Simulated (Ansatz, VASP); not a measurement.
**Ru in VASP and in Ansatz**

The input INCAR:

```
SYSTEM = Ru
ALGO = Normal
EDIFF = 1E-7
ENCUT = 520
GGA = CA
ISIF = 2
ISMEAR = -1
LASPH = .TRUE.
LCHARG = .TRUE.
LELF = .TRUE.
LREAL = .FALSE.
LVHAR = .TRUE.
LWAVE = .FALSE.
NBANDS = 21
NELM = 60
PREC = Accurate
SIGMA = 0.05
```

KPOINTS

```
k-points
0
G
  16 16 9
  0 0 0
```

The input POSCAR:

```
Ru
1.0
    2.7226196171      0.0000000000      0.0000000000
   -1.3613098085      2.3578577533      0.0000000000
    0.0000000000      0.0000000000      4.2884975680
Ru
2
Direct
    0.3333333333      0.6666666667      0.2500000000
    0.6666666667      0.3333333333      0.7500000000
```

Input for Ansatz:

```yaml
crystal:
  lattice:
    - [2.7226196171, 0.0, 0.0]
    - [-1.3613098085, 2.3578577533, 0.0]
    - [0.0, 0.0, 4.288497568]
  atoms:
    - { symbol: Ru, position: [0.3333333333, 0.6666666667, 0.25] }
    - { symbol: Ru, position: [0.6666666667, 0.3333333333, 0.75] }
kpoints:
  mp_grid: { grid: [16, 16, 9] }
  band_path:
    path:
      - [0.0, 0.0, 0.0]
      - [0.5, 0.0, 0.0]
      - [0.3333333333, 0.3333333333, 0.0]
      - [0.0, 0.0, 0.0]
      - [0.0, 0.0, 0.5]
      - [0.5, 0.0, 0.5]
      - [0.3333333333, 0.3333333333, 0.5]
      - [0.0, 0.0, 0.5]
      - [0.5, 0.0, 0.5]
    npoints: 5
scf:
  occupations: { method: fermi_dirac, width: 0.05 }
hamiltonian:
  xc: lda
  pseudopotentials: { kind: all_electron, lapw: { basis_error: 0.0005 } }
output:
  forces: true
  stress: true
  eigenvalues: true
```

Alike in both runs: task single point; functional LDA; k mesh 16 × 16 × 9; occupations fermi-dirac, width 0.05 eV; no spin polarisation.

|  | VASP | Ansatz |
| --- | --- | --- |
| version | VASP 6.6.1 | Ansatz 0.2.0 |
| potentials or method | VASP PAW LDA potentials, release 64 (Ru_pv), cutoff 520 eV | all-electron LAPW, scalar-relativistic |

VASP gave:

| Item | Value |
| --- | --- |
| pressure (GPa) | -15.7 |
| traceless stress, the component that is largest in VASP (GPa) | -0.54 |

Problem. What did Ansatz give for the same quantities?

Solution. Pressure (GPa): -16.4; traceless stress, the component that is largest in VASP (GPa): -0.58.

LDA's correlation is that of Perdew and Zunger in VASP and of Perdew and Wang (1992) in Ansatz. Ansatz ran all-electron here, and VASP with PAW potentials.
